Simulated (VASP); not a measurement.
# MgB2 (P6/mmm) in VASP: further runs, part 3 of 3

VASP 6.6.1. The steps go on from the part before.

### Step 6. Relaxation of cell and atoms, PBE

This run uses another cell than the first one, of 9.63 Å³/atom, 0.995 times its volume.

File INCAR:

```
PREC = Accurate
ENCUT = 600
EDIFF = 1E-6
ISMEAR = -1
SIGMA = 0.15
LREAL = F
LASPH = T
NELM = 80
ALGO = Normal
ISIF = 3
LWAVE = F
LCHARG = F
GGA = PE
IBRION = 2
NSW = 80
EDIFFG = -0.001
```

File KPOINTS:

```
Automatic mesh
0
Gamma
  15 15 12
```

File POSCAR:

```
MgB2
1.0
    3.0728984929      0.0000000000      0.0000000000
   -1.5364492465      2.6612081581      0.0000000000
    0.0000000000      0.0000000000      3.5320018760
Mg B
1 2
Direct
    0.0000000000      0.0000000000      0.0000000000
    0.3333333333      0.6666666667      0.5000000000
    0.6666666667      0.3333333333      0.5000000000
```

Potentials or basis: VASP PAW PBE potentials, release 64 (Mg, B).

Command:

```
cat potpaw_PBE.64/Mg/POTCAR potpaw_PBE.64/B/POTCAR > POTCAR
mpirun -np 1 vasp_std > vasp.out
```

OUTCAR:

```text
PREC = Accurate
   ENCUT = 600
   EDIFF = 1E-6
   ISMEAR = -1
   LREAL = F
   LASPH = T
   NELM = 80
   ISIF = 3
   GGA = PE
   IBRION = 2
   NSW = 80
   EDIFFG = -0.001

 ion  position               nearest neighbor table
   1  0.000  0.000  0.000-   2 2.50   3 2.50   2 2.50   3 2.50   3 2.50   3 2.50   2 2.50   2 2.50
                             3 2.50   3 2.50   2 2.50   2 2.50
   2  0.333  0.667  0.500-   3 1.77   3 1.77   3 1.77   1 2.50   1 2.50   1 2.50   1 2.50   1 2.50
                             1 2.50
   3  0.667  0.333  0.500-   2 1.77   2 1.77   2 1.77   1 2.50   1 2.50   1 2.50   1 2.50   1 2.50
                             1 2.50

  LATTYP: Found a hexagonal cell.
 ALAT       =     3.0728984929
 C/A-ratio  =     1.1494040184

  Lattice vectors:

 A1 = (   3.0728984929,   0.0000000000,   0.0000000000)
 A2 = (  -1.5364492465,   2.6612081581,   0.0000000000)
 A3 = (   0.0000000000,   0.0000000000,   3.5320018760)

Analysis of symmetry for initial positions (statically):
=====================================================================
 Subroutine PRICEL returns:
 Original cell was already a primitive cell.

 Routine SETGRP: Setting up the symmetry group for a
 hexagonal supercell.

 Subroutine GETGRP returns: Found 24 space group operations
 (whereof 24 operations were pure point group operations)
 out of a pool of 24 trial point group operations.

The static configuration has the point symmetry D_6h.

Analysis of symmetry for dynamics (positions and initial velocities):
=====================================================================
 Subroutine PRICEL returns:
 Original cell was already a primitive cell.

 Routine SETGRP: Setting up the symmetry group for a
 hexagonal supercell.

 Subroutine GETGRP returns: Found 24 space group operations
 (whereof 24 operations were pure point group operations)
 out of a pool of 24 trial point group operations.

The dynamic configuration has the point symmetry D_6h.

 Subroutine INISYM returns: Found 24 space group operations
 (whereof 24 operations are pure point group operations),
 and found     1 'primitive' translations

----------------------------------------------------------------------------------------

                                     Primitive cell

  volume of cell :      28.8834

  direct lattice vectors                    reciprocal lattice vectors
     3.072898493  0.000000000  0.000000000     0.325425653  0.187884589  0.000000000
    -1.536449246  2.661208158  0.000000000     0.000000000  0.375769177  0.000000000
     0.000000000  0.000000000  3.532001876     0.000000000  0.000000000  0.283125557

  length of vectors
     3.072898493  3.072898493  3.532001876     0.375769177  0.375769177  0.283125557

  position of ions in fractional coordinates (direct lattice)
     0.000000000  0.000000000  0.000000000
     0.333333333  0.666666667  0.500000000
     0.666666667  0.333333333  0.500000000

  ion indices of the primitive-cell ions
   primitive index   ion index
                 1           1
                 2           2
                 3           3

----------------------------------------------------------------------------------------

 KPOINTS: Automatic mesh

Automatic generation of k-mesh.
 Grid dimensions read from file:
 generate k-points for:   15   15   12
[... 48 lines left out ...]
   total plane-waves  NPLWV =  21952
   dimension x,y,z NGX =    28 NGY =   28 NGZ =   28
   dimension x,y,z NGXF=    56 NGYF=   56 NGZF=   56
   ions per type =               1   2
   NGX,Y,Z   is equivalent  to a cutoff of  15.15, 15.15, 13.18 a.u.
   NGXF,Y,Z  is equivalent  to a cutoff of  30.30, 30.30, 26.36 a.u.
 SYSTEM =  unknown system
   PREC   = accura    normal or accurate (medium, high low for compatibility)
   ISTART =      0    job   : 0-new  1-cont  2-samecut
   ICHARG =      2    charge: 1-file 2-atom 10-const
   ISPIN  =      1    spin polarized calculation?
   LNONCOLLINEAR =      F non collinear calculations
   LSORBIT =      F    spin-orbit coupling
   LASPH  =      T    aspherical Exc in radial PAW
   ENCUT  =  600.0 eV  44.10 Ry    6.64 a.u.   6.14  6.14  7.05*2*pi/ulx,y,z
   NELM   =     80;   NELMIN=  2; NELMDL= -5     # of ELM steps
   EDIFF  = 0.1E-05   stopping-criterion for ELM
   LREAL  =      F    real-space projection
   EDIFFG = -.1E-02   stopping-criterion for IOM
   NSW    =     80    number of steps for IOM
   IBRION =      2    ionic relax: 0-MD 1-quasi-New 2-CG
   NFREE  =      1    steps in history (QN), initial steepest desc. (CG)
   ISIF   =      3    stress and relaxation
   ISYM   =      2    0-nonsym 1-usesym 2-fastsym
   POTIM  = 0.5000    time-step for ionic-motion
   TEBEG  =    0.0;   TEEND  =   0.0 temperature during run
   PSTRESS=    0.0 pullay stress
   NELECT =       8.0000    total number of electrons
   NUPDOWN=      -1.0000    fix difference up-down
   EMIN   =  10.00;   EMAX   =-10.00  energy-range for DOS
   EFERMI =   0.00;   METHOD = LEGACY
   ISMEAR =    -1;   SIGMA  =   0.15  broadening in eV -4-tet -1-fermi 0-gaus
   EFERMI_NEDOS =   21; number of points for ismear=-14 and -15
   IALGO  =     38    algorithm
   IMIX   =      4    mixing-type and parameters
     AMIX     =   0.40;   BMIX     =  1.00
     AMIX_MAG =   1.60;   BMIX_MAG =  1.00
  volume/ion in A,a.u.               =       9.63        64.97
  Fermi-wavevector in a.u.,A,eV,Ry     =   1.067142  2.016606 15.494203  1.138792
  Thomas-Fermi vector in A             =   2.202749
   LORBIT       =      0    0 simple, 1 ext, 2 COOP (PROOUT), +10 PAW based schemes
   GGA     = PE    functional components
   LHFCALC =     F    Hartree Fock is set to
   AEXX    =    0.0000 exact exchange contribution
   IVDW    =     0    specifies the selected vdW correction
   LEPSILON=     F    determine dielectric tensor
   LRPA    =     F    only Hartree local field effects (RPA)
 conjugate gradient relaxation of ions
 non-spin polarized calculation
  energy-cutoff  :      600.00
  volume of cell :       28.88
 maximum number of plane-waves:       975
 NGX is ok and might be reduce to    28
   NGX = 13   NGY = 13   NGZ = 15

--------------------------------------- Ionic step        1  -------------------------------------------

 number of electron       8.0000000 magnetization

 Free energy of the ion-electron system (eV)
  ---------------------------------------------------
  ext. energy  EPLUGINS =         0.00000000
  ---------------------------------------------------
  free energy    TOTEN  =       -15.35091779 eV

  energy without entropy =      -15.30119563  energy(sigma->0) =      -15.32605671

------------------------ aborting loop because EDIFF is reached ----------------------------------------

  FORCE on cell =-STRESS in cart. coord.  units (eV):
  Direction    XX          YY          ZZ          XY          YZ          ZX
  --------------------------------------------------------------------------------------
  -------------------------------------------------------------------------------------
  Total        0.0258526      0.0258526     -0.1463972     -0.0000000     -0.0000000      0.0000000
  in kB        1.4340573      1.4340573     -8.1207350     -0.0000000     -0.0000000      0.0000000
  external PRESSURE =      -1.7508735 kB  Pullay stress =       0.0000000 kB
[... 209 lines left out ...]
--------------------------------------- Ionic step        7  -------------------------------------------

 number of electron       8.0000000 magnetization

 Free energy of the ion-electron system (eV)
  ---------------------------------------------------
  ext. energy  EPLUGINS =         0.00000000
  ---------------------------------------------------
  free energy    TOTEN  =       -15.35115650 eV

  energy without entropy =      -15.30132504  energy(sigma->0) =      -15.32624077

 E-fermi :   5.3048     XC(G=0): -10.9396

 val. band max:        5.2962659409   @ k =   0.1333   0.0000   0.3333
 cond. band min:       5.3103185755   @ k =   0.0667   0.0000   0.0833
 fundamental gap:      0.0140526347
 Fermi energy:         5.3048044752

 k-point     1 :       0.0000    0.0000    0.0000
  band No.  band energies     occupation
      1      -7.1485      2.00000
      2       2.3344      2.00000
      3       5.6884      0.14388
      4       5.6884      0.14388
      5       6.9418      0.00004
      6      11.6716      0.00000
      7      11.6716      0.00000
      8      13.5159      0.00000
[... 243 lines left out ...]
 k-point    24 :       0.4000    0.2000    0.0000
  band No.  band energies     occupation
      1      -2.7800      2.00000
      2      -2.0979      2.00000
      3       0.8868      2.00000
      4       6.0853      0.01093
      5       8.0438      0.00000
      6      10.9555      0.00000
      7      11.2759      0.00000
      8      13.4321      0.00000

 [... further k-points ...]
[... 5 lines left out ...]
  --------------------------------------------------------------------------------------
  -------------------------------------------------------------------------------------
  Total        0.0026862      0.0026862     -0.0027739     -0.0000000      0.0000000     -0.0000000
  in kB        0.1493173      0.1493173     -0.1541970     -0.0000000      0.0000000     -0.0000000
  external PRESSURE =       0.0481459 kB  Pullay stress =       0.0000000 kB
[... 18 lines left out ...]
  FREE ENERGIE OF THE ION-ELECTRON SYSTEM (eV)
  ---------------------------------------------------
  free  energy   TOTEN  =       -15.3511565028 eV

  energy  without entropy=      -15.3013250358  energy(sigma->0) =      -15.32624077

 reached required accuracy - stopping structural energy minimisation
```

CONTCAR:

```text
MgB2
   1.00000000000000
     3.0743612915061669   -0.0000000000000275    0.0000000000000000
    -1.5371806458031312    2.6624749788535715   -0.0000000000000000
    -0.0000000000000000   -0.0000000000000000    3.5211997825682997
  Mg              B
     1     2
Direct
     0.0000000000000000    1.0000000000000000    0.0000000000000000
     0.3333333332999970    0.6666666667000030    0.5000000000000000
     0.6666666667000030    0.3333333332999970    0.5000000000000000

  0.00000000E+00  0.00000000E+00  0.00000000E+00
  0.00000000E+00  0.00000000E+00  0.00000000E+00
  0.00000000E+00  0.00000000E+00  0.00000000E+00
```

Run time: 89 s. Hardware: 1 thread of AMD EPYC 7R13 (Zen 3), shared host; peak memory 0.18 GiB.

What came out:

```
Free energy                            : -15.3512 eV
Relaxed volume                         : 9.61 Å³/atom
Relaxed cell                           : a = 3.074 Å, b = 3.074 Å, c = 3.521 Å, α = 90.00°, β = 90.00°, γ = 120.00°
Space group after relaxing (to 0.05 Å) : P6/mmm (No. 191)
Energy gained by relaxing              : 0.1 meV/atom
Ionic steps                            : 7
Pressure after relaxing                : 0.0 GPa
Band gap on the k mesh                 : zero (band 4 reaches 7.10 eV, above the bottom of band 5 at 3.30 eV)
```

Step by step:
| step | energy change (eV) | largest force (eV/Å) | pressure (GPa) | volume (Å³) |
| --- | --- | --- | --- | --- |
| 1 | 0.0000 | 0.0000 | -0.18 | 28.88 |
| 2 | -0.0002 | 0.0000 | -0.06 | 28.84 |
| 3 | -0.0002 | 0.0000 | -0.01 | 28.82 |
| 4 | -0.0002 | 0.0000 | -0.01 | 28.82 |
| 5 | -0.0002 | 0.0000 | -0.02 | 28.83 |
| 6 | -0.0002 | 0.0000 | -0.02 | 28.83 |
| 7 | -0.0002 | 0.0000 | 0.00 | 28.82 |

Final structure:
```
CELL_PARAMETERS angstrom
3.07436 0.00000 0.00000
-1.53718 2.66247 0.00000
0.00000 0.00000 3.52120
ATOMIC_POSITIONS crystal
Mg 0.00000 0.00000 0.00000
B 0.33333 0.66667 0.50000
B 0.66667 0.33333 0.50000
```

### Step 7. Overview

| task | cell | k mesh | cutoff (eV) | smearing | gap on the mesh (eV) | pressure (GPa) |
| --- | --- | --- | --- | --- | --- | --- |
| single point | a = 3.085, b = 3.085, c = 3.523 Å, angles 90.0, 90.0, 120.0°, 3 atoms | 6 × 6 × 6 | 520 | gaussian 0.1 eV | none | -1.2 |
| single point | a = 3.073, b = 3.073, c = 3.532 Å, angles 90.0, 90.0, 120.0°, 3 atoms | 15 × 15 × 12 | 520 | gaussian 0.1 eV | none | -0.3 |
| relaxation of cell and atoms | relaxed to 6.15 GPa from a = 3.040, b = 3.040, c = 3.467 Å, angles 90.0, 90.0, 120.0°, 3 atoms | 15 × 15 × 12 | 600 | fermi-dirac 0.1 eV | none | 6.1 |
| single point | a = 3.075, b = 3.075, c = 3.526 Å, angles 90.0, 90.0, 120.0°, 3 atoms | 15 × 15 × 12 | 520 | fermi-dirac 0.15 eV | none | -0.3 |
| relaxation of cell and atoms | relaxed from a = 3.073, b = 3.073, c = 3.532 Å, angles 90.0, 90.0, 120.0°, 3 atoms | 15 × 15 × 12 | 600 | fermi-dirac 0.15 eV | none | 0.0 |

Alike in all rows: level PBE; potentials or basis VASP PAW PBE potentials, release 64 (Mg, B); no spin polarisation.

Caveats: some runs use coarse meshes; the cell is relaxed towards a set pressure, so the enthalpy falls and the energy may rise (some runs).

Absolute energies hang on the potentials; compare differences alone.
